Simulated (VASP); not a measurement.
# K2LiCuF6 (Fm-3m) in VASP: single point with LDA+U

Aim: the single point of K2LiCuF6 with LDA+U.

All numbers are computed with VASP 6.6.1; they aren't measurements. Logs are shortened: lines on timing, memory, paths and dates and some standing lists are left out, and cuts for length are marked.

## 1. The cell of the first run

Symmetry: Fm-3m, No. 225, cubic system. Conventional cell: a = 8.100 Å, b = 8.100 Å, c = 8.100 Å, α = 90.00°, β = 90.00°, γ = 90.00°. K (site symmetry -43m) has 12 F at 2.86 Å and 4 Li at 3.51 Å and 4 Cu at 3.51 Å within 3.8 Å. Li (site symmetry m-3m) has 6 F at 2.11 Å within 2.8 Å. Within 2.6 Å of Cu (site symmetry m-3m) lie 6 F at 1.94 Å. Within 2.6 Å of F (site symmetry 4mm) lie 1 Cu at 1.94 Å and 1 Li at 2.11 Å.

## 2. Single point, LDA+U

File INCAR:

```
SYSTEM = K2LiCuF6
  PREC = Accurate
  ENCUT = 880
  EDIFF = 1E-6
  ISMEAR = 0
  SIGMA = 0.3
  LREAL = .False.
  LASPH = .True.
  NELM = 200
  ALGO = Normal
  ISIF = 2
  LWAVE = .False.
  LCHARG = .False.
  LMAXMIX = 4
  LDAU = .True.
  LDAUTYPE = 2
  LDAUL = -1 -1 2 -1
  LDAUU = 0 0 4 0
  LDAUJ = 0 0 0 0
  LDAUPRINT = 1
  GGA = CA
  NBANDS = 52
  GGA_COMPAT = .False.
```

File KPOINTS:

```
Automatic mesh
0
Gamma
  3 3 3
  0 0 0
```

File POSCAR:

```
K2LiCuF6
1.0
    0.0000000000      4.0498460000      4.0498460000
    4.0498460000      0.0000000000      4.0498460000
    4.0498460000      4.0498460000      0.0000000000
K Li Cu F
2 1 1 6
Direct
    0.2500000000      0.2500000000      0.2500000000
    0.7500000000      0.7500000000      0.7500000000
    0.5000000000      0.5000000000      0.5000000000
    0.0000000000      0.0000000000      0.0000000000
    0.7604930000      0.2395070000      0.2395070000
    0.2395070000      0.7604930000      0.7604930000
    0.2395070000      0.7604930000      0.2395070000
    0.7604930000      0.2395070000      0.7604930000
    0.2395070000      0.2395070000      0.7604930000
    0.7604930000      0.7604930000      0.2395070000
```

Potentials or basis: VASP PAW LDA potentials, release 64 (K_sv, Li_sv, Cu_sv_GW, F).

Started as:

```sh
cat potpaw_LDA.64/K_sv/POTCAR potpaw_LDA.64/Li_sv/POTCAR potpaw_LDA.64/Cu_sv_GW/POTCAR potpaw_LDA.64/F/POTCAR > POTCAR
mpirun -np 1 vasp_std > vasp.out
```

OUTCAR:

```text
SYSTEM = K2LiCuF6
   PREC = Accurate
   ENCUT = 880
   EDIFF = 1E-6
   ISMEAR = 0
   LREAL = .False.
   LASPH = .True.
   NELM = 200
   ISIF = 2
   GGA = CA

 ion  position               nearest neighbor table
   1  0.250  0.250  0.250-
   2  0.750  0.750  0.750-
   3  0.500  0.500  0.500-   5 2.11   6 2.11   7 2.11   8 2.11   9 2.11  10 2.11
   4  0.000  0.000  0.000-   5 1.94   6 1.94   7 1.94   8 1.94   9 1.94  10 1.94
   5  0.760  0.240  0.240-   4 1.94   3 2.11
   6  0.240  0.760  0.760-   4 1.94   3 2.11
   7  0.240  0.760  0.240-   4 1.94   3 2.11
   8  0.760  0.240  0.760-   4 1.94   3 2.11
   9  0.240  0.240  0.760-   4 1.94   3 2.11
  10  0.760  0.760  0.240-   4 1.94   3 2.11

  LATTYP: Found a face centered cubic cell.
 ALAT       =     8.0996920000

  Lattice vectors:

 A1 = (   0.0000000000,   4.0498460000,   4.0498460000)
 A2 = (   4.0498460000,   0.0000000000,   4.0498460000)
 A3 = (   4.0498460000,   4.0498460000,   0.0000000000)

Analysis of symmetry for initial positions (statically):
=====================================================================
 Subroutine PRICEL returns:
 Original cell was already a primitive cell.

 Routine SETGRP: Setting up the symmetry group for a
 face centered cubic supercell.

 Subroutine GETGRP returns: Found 48 space group operations
 (whereof 48 operations were pure point group operations)
 out of a pool of 48 trial point group operations.

The static configuration has the point symmetry O_h .

Analysis of symmetry for dynamics (positions and initial velocities):
=====================================================================
 Subroutine PRICEL returns:
 Original cell was already a primitive cell.

 Routine SETGRP: Setting up the symmetry group for a
 face centered cubic supercell.

 Subroutine GETGRP returns: Found 48 space group operations
 (whereof 48 operations were pure point group operations)
[... 157 lines left out ...]
 -0.0000  0.0000  0.0000 -0.0000  0.7480

 occupancies and eigenvectors

  o =  0.7480  v =  0.0000 -0.0000 -0.9642 -0.0000 -0.2651  0.0000  0.0000  0.0000  0.0000  0.0000      0.0000  0.0000  0.0000  0.0000  0.0000  0.0000  0.0000  0.0000  0.0000  0.0000
  o =  0.7480  v =  0.0000  0.0000  0.0000  0.0000  0.0000  0.0000 -0.0000 -0.9642 -0.0000 -0.2651      0.0000  0.0000  0.0000  0.0000  0.0000  0.0000  0.0000  0.0000  0.0000  0.0000
  o =  0.7480  v =  0.0000  0.0000 -0.2651  0.0000  0.9642  0.0000  0.0000  0.0000  0.0000  0.0000      0.0000  0.0000  0.0000  0.0000  0.0000  0.0000  0.0000  0.0000  0.0000  0.0000
  o =  0.7480  v =  0.0000  0.0000  0.0000  0.0000  0.0000  0.0000  0.0000 -0.2651  0.0000  0.9642      0.0000  0.0000  0.0000  0.0000  0.0000  0.0000  0.0000  0.0000  0.0000  0.0000
  o =  0.9603  v =  0.0000  0.9786 -0.0000  0.2059 -0.0000  0.0000  0.0000  0.0000  0.0000  0.0000      0.0000  0.0000  0.0000  0.0000  0.0000  0.0000  0.0000  0.0000  0.0000  0.0000
  o =  0.9603  v =  0.0000  0.0000  0.0000  0.0000  0.0000  0.0000  0.9786 -0.0000  0.2059 -0.0000      0.0000  0.0000  0.0000  0.0000  0.0000  0.0000  0.0000  0.0000  0.0000  0.0000
  o =  0.9603  v =  0.0000 -0.2059 -0.0000  0.9786 -0.0000  0.0000  0.0000  0.0000  0.0000  0.0000      0.0000  0.0000  0.0000  0.0000  0.0000  0.0000  0.0000  0.0000  0.0000  0.0000
  o =  0.9603  v =  0.0000  0.0000  0.0000  0.0000  0.0000  0.0000 -0.2059 -0.0000  0.9786 -0.0000      0.0000  0.0000  0.0000  0.0000  0.0000  0.0000  0.0000  0.0000  0.0000  0.0000
  o =  0.9603  v =  1.0000  0.0000  0.0000  0.0000  0.0000  0.0000  0.0000  0.0000  0.0000  0.0000      0.0000  0.0000  0.0000  0.0000  0.0000  0.0000  0.0000  0.0000  0.0000  0.0000
  o =  0.9603  v =  0.0000  0.0000  0.0000  0.0000  0.0000  1.0000  0.0000  0.0000  0.0000  0.0000      0.0000  0.0000  0.0000  0.0000  0.0000  0.0000  0.0000  0.0000  0.0000  0.0000

 number of electron      82.0000009 magnetization

 Free energy of the ion-electron system (eV)
  ---------------------------------------------------
  ext. energy  EPLUGINS =         0.00000000
  ---------------------------------------------------
  free energy    TOTEN  =       -44.58320463 eV

  energy without entropy =      -44.29618816  energy(sigma->0) =      -44.43969639

 E-fermi :  -1.3725     XC(G=0): -10.2083

 val. band max:       -1.5070093129   @ k =  -0.3333   0.3333   0.0000
 cond. band min:      -1.3319823659   @ k =   0.3333   0.0000   0.0000
 fundamental gap:      0.1750269470
 Fermi energy:        -1.3725195306

 k-point     1 :       0.0000    0.0000    0.0000
  band No.  band energies     occupation
      1    -112.2057      2.00000
      2     -70.1464      2.00000
      3     -70.1464      2.00000
      4     -70.1464      2.00000
      5     -42.9852      2.00000
      6     -27.5171      2.00000
[... 209 lines left out ...]
     51      10.2159      0.00000
     52      10.3916      0.00000

------------------------ aborting loop because EDIFF is reached ----------------------------------------

  FORCE on cell =-STRESS in cart. coord.  units (eV):
  Direction    XX          YY          ZZ          XY          YZ          ZX
  --------------------------------------------------------------------------------------
  -------------------------------------------------------------------------------------
  Total       -6.4627936     -6.4627936     -6.4627936     -0.0000000      0.0000000     -0.0000000
  in kB      -77.9444762    -77.9444762    -77.9444762     -0.0000000      0.0000000     -0.0000000
  external PRESSURE =     -77.9444762 kB  Pullay stress =       0.0000000 kB

 VOLUME and BASIS-vectors are now :
 -----------------------------------------------------------------------------
  energy-cutoff  :      880.00
  volume of cell :      132.85
      direct lattice vectors                 reciprocal lattice vectors
     0.000000000  4.049846000  4.049846000    -0.123461485  0.123461485  0.123461485
     4.049846000  0.000000000  4.049846000     0.123461485 -0.123461485  0.123461485
     4.049846000  4.049846000  0.000000000     0.123461485  0.123461485 -0.123461485

 POSITION                                       TOTAL-FORCE (eV/Angst)
 -----------------------------------------------------------------------------------
      2.02492      2.02492      2.02492        -0.000000     -0.000000      0.000000
      6.07477      6.07477      6.07477        -0.000000     -0.000000     -0.000000
      4.04985      4.04985      4.04985        -0.000000     -0.000000      0.000000
      0.00000      0.00000      0.00000        -0.000000     -0.000000      0.000000
      1.93993      4.04985      4.04985        -0.321906     -0.000000      0.000000
      6.15976      4.04985      4.04985         0.321906     -0.000000      0.000000
      4.04985      1.93993      4.04985        -0.000000     -0.321906      0.000000
      4.04985      6.15976      4.04985        -0.000000      0.321906      0.000000
      4.04985      4.04985      1.93993        -0.000000     -0.000000     -0.321906
      4.04985      4.04985      6.15976        -0.000000     -0.000000      0.321906
 -----------------------------------------------------------------------------------
    total drift:                                0.000000      0.000000     -0.000000

  FREE ENERGIE OF THE ION-ELECTRON SYSTEM (eV)
  ---------------------------------------------------
  free  energy   TOTEN  =       -44.5832046287 eV

  energy  without entropy=      -44.2961881597  energy(sigma->0) =      -44.43969639
```

stdout:

```text
POSCAR found type information on POSCAR K LiCuF
 POSCAR found :  4 types and      10 ions
 scaLAPACK will be used
 LDA part: xc-table for (Slater(with rela. corr.)+CA(PZ))
 , standard interpolation
 POSCAR, INCAR and KPOINTS ok, starting setup
 FFT: planning ... GRIDC
 FFT: planning ... GRID_SOFT
 FFT: planning ... GRID
 WAVECAR not read
 entering main loop
```

It took 93 s on 1 thread of Intel Xeon Platinum 8259CL at 2.50GHz (Skylake/Cascade Lake), shared host; peak memory 0.36 GiB.

What came out:

| Quantity | Value |
| --- | --- |
| Free energy | -44.5832 eV |
| Pressure | -7.8 GPa |
| Largest force | 0.322 eV/Å |
| Band gap on the k mesh | zero (bands 41 and 42 overlap by 0.17 eV) |

Forces in eV/Å, atoms in the order of the input:
```
K    0.000  0.000  0.000
K    0.000  0.000  0.000
Li   0.000  0.000  0.000
Cu   0.000  0.000  0.000
F   -0.322  0.000  0.000
F    0.322  0.000  0.000
F    0.000 -0.322  0.000
F    0.000  0.322  0.000
F    0.000  0.000 -0.322
F    0.000  0.000  0.322
```

Levels at points of the mesh, in eV from the Fermi level:
| k point | band 38 | band 39 | band 40 | band 41 | band 42 | band 43 |
| --- | --- | --- | --- | --- | --- | --- |
| (0.00, 0.00, 0.00) | -1.15 | -1.15 | -1.15 | 0.21 | 0.21 | 5.88 |

Eigenvalues of the final occupation matrices:
```csv
site,spin,trace,eigenvalues
site 4 d,1,4.38,0.75 0.75 0.96 0.96 0.96
site 4 d,2,4.38,0.75 0.75 0.96 0.96 0.96
```

Caveat: the k points lie up to 0.45 Å⁻¹ apart; so wide a smearing shifts energies and pressures; U without spin polarisation on a metal has little footing.

The gap in the log of VASP goes by the Fermi energy; the results here count the filled bands.